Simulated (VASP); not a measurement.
# TaN (P-6m2) in VASP: further runs

Runs on TaN. Level: LDA. Tasks: single point, relaxation of shape and atoms at fixed volume.

Program: VASP 6.6.1. These are calculated values, not measurements. Logs are shortened: lines on timing, memory, paths and dates and some standing lists are left out, and cuts for length are marked.

## 1. The cell of the first run

It takes space group P-6m2 (No. 187, hexagonal). The conventional cell has a = 2.997 Å, b = 2.997 Å, c = 2.923 Å, α = 90.00°, β = 90.00°, γ = 120.00°. Ta (site symmetry -6m2) has 6 N at 2.27 Å and 8 Ta at 2.92 to 3.00 Å within 3.0 Å. Within 3.0 Å of N (site symmetry -6m2) lie 6 Ta at 2.27 Å and 8 N at 2.92 to 3.00 Å.

## 2. Single point, LDA (11.37 Å³/atom)

Contents of INCAR:

```
PREC     = Accurate       # precision mode
ENCUT    = 520            # plane-wave cutoff, eV
EDIFF    = 1E-7           # SCF threshold, eV
ISMEAR   = 0              # smearing method
SIGMA    = 0.1            # smearing width, eV
LREAL    = F              # projectors in reciprocal space
LASPH    = T              # aspherical terms in the spheres
NELM     = 80             # most SCF steps
ALGO     = Normal         # electronic algorithm
ISIF     = 2              # what is computed and relaxed
LWAVE    = F              # write WAVECAR
LCHARG   = F              # write CHGCAR
NBANDS   = 15             # bands
```

Contents of KPOINTS:

```
Automatic mesh
0
Gamma
  18 18 14
```

Contents of POSCAR:

```
TaN
1.0
    2.9970094198      0.0000000000      0.0000000000
   -1.4985047099      2.5954862929      0.0000000000
    0.0000000000      0.0000000000      2.9233363328
Ta N
1 1
Direct
    0.0000000000      0.0000000000      0.5000000000
    0.6666666667      0.3333333333      0.0000000000
```

Potentials or basis: VASP PAW LDA potentials, release 64 (Ta_pv, N).

Run with:

```sh
cat potpaw_LDA.64/Ta_pv/POTCAR potpaw_LDA.64/N/POTCAR > POTCAR
mpirun -np 1 vasp_std > vasp.out
```

OUTCAR:

```text
PREC = Accurate
   ENCUT = 520
   EDIFF = 1E-7
   ISMEAR = 0
   LREAL = F
   LASPH = T
   NELM = 80
   ISIF = 2

 ion  position               nearest neighbor table
   1  0.000  0.000  0.500-   2 2.27   2 2.27   2 2.27   2 2.27   2 2.27   2 2.27
   2  0.667  0.333  0.000-   1 2.27   1 2.27   1 2.27   1 2.27   1 2.27   1 2.27

  LATTYP: Found a hexagonal cell.
 ALAT       =     2.9970094198
 C/A-ratio  =     0.9754177993

  Lattice vectors:

 A1 = (   2.9970094198,   0.0000000000,   0.0000000000)
 A2 = (  -1.4985047099,   2.5954862929,   0.0000000000)
 A3 = (   0.0000000000,   0.0000000000,   2.9233363328)

Analysis of symmetry for initial positions (statically):
=====================================================================
 Subroutine PRICEL returns:
 Original cell was already a primitive cell.

 Routine SETGRP: Setting up the symmetry group for a
 hexagonal supercell.

 Subroutine GETGRP returns: Found 12 space group operations
 (whereof 12 operations were pure point group operations)
 out of a pool of 24 trial point group operations.

The static configuration has the point symmetry D_3h.

Analysis of symmetry for dynamics (positions and initial velocities):
=====================================================================
 Subroutine PRICEL returns:
 Original cell was already a primitive cell.

 Routine SETGRP: Setting up the symmetry group for a
 hexagonal supercell.

 Subroutine GETGRP returns: Found 12 space group operations
 (whereof 12 operations were pure point group operations)
 out of a pool of 24 trial point group operations.

The dynamic configuration has the point symmetry D_3h.

 Subroutine INISYM returns: Found 12 space group operations
 (whereof 12 operations are pure point group operations),
 and found     1 'primitive' translations

----------------------------------------------------------------------------------------

                                     Primitive cell

  volume of cell :      22.7397

  direct lattice vectors                    reciprocal lattice vectors
     2.997009420  0.000000000  0.000000000     0.333665952  0.192642127  0.000000000
    -1.498504710  2.595486293  0.000000000     0.000000000  0.385284254  0.000000000
     0.000000000  0.000000000  2.923336333     0.000000000  0.000000000  0.342074906

  length of vectors
     2.997009420  2.997009420  2.923336333     0.385284254  0.385284254  0.342074906

  position of ions in fractional coordinates (direct lattice)
     0.000000000  0.000000000  0.500000000
     0.666666667  0.333333333  0.000000000

  ion indices of the primitive-cell ions
   primitive index   ion index
[... 81 lines left out ...]
   ISYM   =      2    0-nonsym 1-usesym 2-fastsym
   POTIM  = 0.5000    time-step for ionic-motion
   TEBEG  =    0.0;   TEEND  =   0.0 temperature during run
   PSTRESS=    0.0 pullay stress
   NELECT =      16.0000    total number of electrons
   NUPDOWN=      -1.0000    fix difference up-down
   EMIN   =  10.00;   EMAX   =-10.00  energy-range for DOS
   EFERMI =   0.00;   METHOD = LEGACY
   ISMEAR =     0;   SIGMA  =   0.10  broadening in eV -4-tet -1-fermi 0-gaus
   EFERMI_NEDOS =   21; number of points for ismear=-14 and -15
   IALGO  =     38    algorithm
   IMIX   =      4    mixing-type and parameters
     AMIX     =   0.40;   BMIX     =  1.00
     AMIX_MAG =   1.60;   BMIX_MAG =  1.00
  volume/ion in A,a.u.               =      11.37        76.73
  Fermi-wavevector in a.u.,A,eV,Ry     =   1.456084  2.751599 28.846789  2.120179
  Thomas-Fermi vector in A             =   2.573043
   LORBIT       =      0    0 simple, 1 ext, 2 COOP (PROOUT), +10 PAW based schemes
   GGA     = CA    functional components
   LHFCALC =     F    Hartree Fock is set to
   AEXX    =    0.0000 exact exchange contribution
   IVDW    =     0    specifies the selected vdW correction
   LEPSILON=     F    determine dielectric tensor
   LRPA    =     F    only Hartree local field effects (RPA)
 non-spin polarized calculation
 Gauss-broadening in eV      SIGMA  =   0.10
  energy-cutoff  :      520.00
  volume of cell :       22.74
 maximum number of plane-waves:       634
 NGX is ok and might be reduce to    24
   NGX = 11   NGY = 11   NGZ = 11

 number of electron      16.0000000 magnetization

 Free energy of the ion-electron system (eV)
  ---------------------------------------------------
  ext. energy  EPLUGINS =         0.00000000
  ---------------------------------------------------
  free energy    TOTEN  =       -24.56697324 eV

  energy without entropy =      -24.56668572  energy(sigma->0) =      -24.56682948

 E-fermi :   7.5144     XC(G=0): -13.2952

 val. band max:        7.4772431067   @ k =   0.0000   0.0000   0.4286
 cond. band min:       7.5466701550   @ k =   0.0556   0.0000   0.5000
 fundamental gap:      0.0694270482
 Fermi energy:         7.5144251504

 k-point     1 :       0.0000    0.0000    0.0000
  band No.  band energies     occupation
      1     -27.2258      2.00000
      2     -27.0050      2.00000
      3     -27.0050      2.00000
      4      -9.5939      2.00000
      5       3.1878      2.00000
      6       3.1878      2.00000
      7       3.6040      2.00000
      8       4.7761      2.00000
      9       9.4637      0.00000
     10      10.9142      0.00000
     11      10.9142      0.00000
     12      11.1846      0.00000
     13      11.1846      0.00000
     14      19.7362      0.00000
[... 401 lines left out ...]
      2     -27.2581      2.00000
      3     -27.1096      2.00000
      4      -7.4495      2.00000
      5      -0.2037      2.00000
      6       2.7269      2.00000
      7       3.4841      2.00000
      8       5.3870      2.00000
      9       9.6866      0.00000
     10      10.3632      0.00000
     11      11.7274      0.00000
     12      13.1708      0.00000
     13      15.6024      0.00000
     14      18.8770      0.00000
     15      19.7707      0.00000

 [... further k-points ...]
[... 5 lines left out ...]
  --------------------------------------------------------------------------------------
  -------------------------------------------------------------------------------------
  Total       -3.6621495     -3.6621495     -3.6395490      0.0000000      0.0000000      0.0000000
  in kB     -258.0245440   -258.0245440   -256.4321777      0.0000000      0.0000000      0.0000000
  external PRESSURE =    -257.4937552 kB  Pullay stress =       0.0000000 kB

 VOLUME and BASIS-vectors are now :
 -----------------------------------------------------------------------------
  energy-cutoff  :      520.00
  volume of cell :       22.74
      direct lattice vectors                 reciprocal lattice vectors
     2.997009420  0.000000000  0.000000000     0.333665952  0.192642127  0.000000000
    -1.498504710  2.595486293  0.000000000     0.000000000  0.385284254  0.000000000
     0.000000000  0.000000000  2.923336333     0.000000000  0.000000000  0.342074906

 POSITION                                       TOTAL-FORCE (eV/Angst)
 -----------------------------------------------------------------------------------
      0.00000      0.00000      1.46167         0.000000      0.000000      0.000000
      1.49850      0.86516      0.00000        -0.000000      0.000000      0.000000
 -----------------------------------------------------------------------------------
    total drift:                               -0.000000      0.000000      0.000000

  FREE ENERGIE OF THE ION-ELECTRON SYSTEM (eV)
  ---------------------------------------------------
  free  energy   TOTEN  =       -24.5669732354 eV

  energy  without entropy=      -24.5666857220  energy(sigma->0) =      -24.56682948
```

stdout:

```text
POSCAR found type information on POSCAR TaN
 POSCAR found :  2 types and       2 ions
 scaLAPACK will be used
 LDA part: xc-table for (Slater(with rela. corr.)+CA(PZ))
 , standard interpolation
 POSCAR, INCAR and KPOINTS ok, starting setup
 FFT: planning ... GRIDC
 FFT: planning ... GRID_SOFT
 FFT: planning ... GRID
 WAVECAR not read
 entering main loop
```

Run time: 72 s. Hardware: 1 thread of Intel Xeon 8259CL, shared host; peak memory 0.21 GiB.

Results:

| Property | Result |
| --- | --- |
| Free energy | -24.5670 eV |
| Pressure | -25.7 GPa |
| Band gap on the k mesh | zero (bands 8 and 9 overlap by 0.37 eV) |

Caveat: the cell stands under tension; spin-orbit coupling is left out, which moves the levels of the heavy elements.

## 3. Relaxation of shape and atoms at fixed volume, LDA (9.49 Å³/atom)

This run uses another cell than the first one, of 9.49 Å³/atom.

Contents of INCAR:

```
  ALGO = Normal
  EDIFF = 1E-6
  EDIFFG = -0.01
  ENCUT = 600
  GGA = CA
  IBRION = 2
  ISIF = 4
  ISMEAR = 0
  LASPH = True
  LCHARG = False
  LREAL = False
  LWAVE = False
  NELM = 100
  NSW = 50
  PREC = Accurate
  SIGMA = 0.1
```

Contents of KPOINTS:

```
k-points
0
Gamma
  18 18 14
```

Contents of POSCAR:

```
TaN
1.0
    2.8126240381      0.0000000000      0.0000000000
   -1.4063120190      2.4358038683      0.0000000000
    0.0000000000      0.0000000000      2.7710638086
Ta N
1 1
Direct
    0.0000000000      0.0000000000      0.5000000000
    0.6666666667      0.3333333333      0.0000000000
```

Potentials or basis: VASP PAW LDA potentials, release 64 (Ta_pv, N).

Run with:

```sh
cat potpaw_LDA.64/Ta_pv/POTCAR potpaw_LDA.64/N/POTCAR > POTCAR
mpirun -np 1 vasp_std > vasp.out
```

OUTCAR:

```text
EDIFF = 1E-6
   EDIFFG = -0.01
   ENCUT = 600
   GGA = CA
   IBRION = 2
   ISIF = 4
   ISMEAR = 0
   LASPH = True
   LREAL = False
   NELM = 100
   NSW = 50
   PREC = Accurate

 ion  position               nearest neighbor table
   1  0.000  0.000  0.500-   2 2.13   2 2.13   2 2.13   2 2.13   2 2.13   2 2.13
   2  0.667  0.333  0.000-   1 2.13   1 2.13   1 2.13   1 2.13   1 2.13   1 2.13

  LATTYP: Found a hexagonal cell.
 ALAT       =     2.8126240381
 C/A-ratio  =     0.9852236812

  Lattice vectors:

 A1 = (   2.8126240381,   0.0000000000,   0.0000000000)
 A2 = (  -1.4063120190,   2.4358038683,   0.0000000000)
 A3 = (   0.0000000000,   0.0000000000,   2.7710638086)

Analysis of symmetry for initial positions (statically):
=====================================================================
 Subroutine PRICEL returns:
[... 260 lines left out ...]
 Fermi energy:         9.4943833205

 k-point     1 :       0.0000    0.0000    0.0000
  band No.  band energies     occupation
      1     -24.7868      2.00000
      2     -24.4030      2.00000
      3     -24.4030      2.00000
      4      -8.9871      2.00000
      5       4.4439      2.00000
      6       4.4439      2.00000
      7       4.6640      2.00000
      8       6.4841      2.00000
      9      12.9287      0.00000
     10      13.6757      0.00000
     11      13.6757      0.00000
     12      14.2068      0.00000
[... 331 lines left out ...]
 k-point    24 :       0.3889    0.1111    0.0000
  band No.  band energies     occupation
      1     -25.9561      2.00000
      2     -24.8893      2.00000
      3     -24.5414      2.00000
      4      -6.0703      2.00000
      5       0.7905      2.00000
      6       3.6819      2.00000
      7       4.8986      2.00000
      8       6.9636      2.00000
      9      12.0712      0.00000
     10      13.1743      0.00000
     11      15.0362      0.00000
     12      16.5043      0.00000

 [... further k-points ...]
[... 5 lines left out ...]
  --------------------------------------------------------------------------------------
  -------------------------------------------------------------------------------------
  Total        5.5413170      5.5413170      5.5395289      0.0000000     -0.0000000      0.0000000
  in kB      467.6522788    467.6522788    467.5013717      0.0000000     -0.0000000      0.0000000
  external PRESSURE =     467.6019764 kB  Pullay stress =       0.0000000 kB
[... 17 lines left out ...]
  FREE ENERGIE OF THE ION-ELECTRON SYSTEM (eV)
  ---------------------------------------------------
  free  energy   TOTEN  =       -24.4508292559 eV

  energy  without entropy=      -24.4503545017  energy(sigma->0) =      -24.45059188

 reached required accuracy - stopping structural energy minimisation
```

OSZICAR:

```text
N       E                     dE             d eps       ncg     rms          rms(c)
DAV:   1     0.101780527936E+03    0.10178E+03   -0.10268E+04  7104   0.159E+03
DAV:   2    -0.232273016684E+02   -0.12501E+03   -0.11921E+03  8164   0.368E+02
DAV:   3    -0.269339607178E+02   -0.37067E+01   -0.36702E+01  8684   0.596E+01
DAV:   4    -0.269648093441E+02   -0.30849E-01   -0.30818E-01  7768   0.549E+00
[... 17 lines left out ...]
DAV:   1    -0.244514918508E+02   -0.10564E-02   -0.38498E-02  7124   0.197E+00    0.140E-01
DAV:   2    -0.244510030442E+02    0.48881E-03   -0.69018E-04  8080   0.277E-01    0.767E-02
DAV:   3    -0.244508307971E+02    0.17225E-03   -0.27107E-04  8540   0.142E-01    0.273E-02
DAV:   4    -0.244508294981E+02    0.12989E-05   -0.12868E-05  8656   0.323E-02    0.255E-02
DAV:   5    -0.244508292559E+02    0.24222E-06   -0.48994E-07  3824   0.713E-03
   3 F= -.24450829E+02 E0= -.24450592E+02  d E =-.232714E-03
```

Run time: 99 s. Hardware: 1 thread of Intel Xeon 8259CL, shared host; peak memory 0.21 GiB.

Results:

```
Free energy               : -24.4508 eV
Energy gained by relaxing : 0.1 meV/atom
Ionic steps               : 3
Pressure after relaxing   : 46.8 GPa
Band gap on the k mesh    : zero (bands 8 and 9 overlap by 0.38 eV)
```

The path:
```csv
step,energy change (eV),largest force (eV/Å),pressure (GPa),volume (Å³)
1,0.0000,0.0000,46.86,18.98
2,0.0002,0.0000,46.64,18.98
3,-0.0002,0.0000,46.76,18.98
```

Final structure:
```yaml
crystal:
  lattice:
    - [2.81011, 0.00000, 0.00000]
    - [-1.40505, 2.43363, 0.00000]
    - [0.00000, 0.00000, 2.77603]
  atoms:
    - { symbol: Ta, position: [0.00000, 0.00000, 0.50000] }
    - { symbol: N, position: [0.66667, 0.33333, 0.00000] }
```

Levels at points of the mesh, in eV from the Fermi level:
```tsv
k point	band 5	band 6	band 7	band 8	band 9	band 10	band 11	band 12
(0.00, 0.00, 0.00)	-5.05	-5.05	-4.83	-3.01	3.43	4.18	4.18	4.71
(0.50, 0.00, 0.00)	-8.90	-5.89	-4.02	-3.28	3.46	4.92	5.92	6.34
(0.00, 0.00, 0.50)	-10.06	-4.12	-4.12	-0.15	-0.15	2.74	3.73	3.73
(0.50, 0.00, 0.50)	-8.01	-6.57	-6.37	0.05	5.18	6.45	7.23	8.34
```

Caveat: spin-orbit coupling is left out, which moves the levels of the heavy elements.
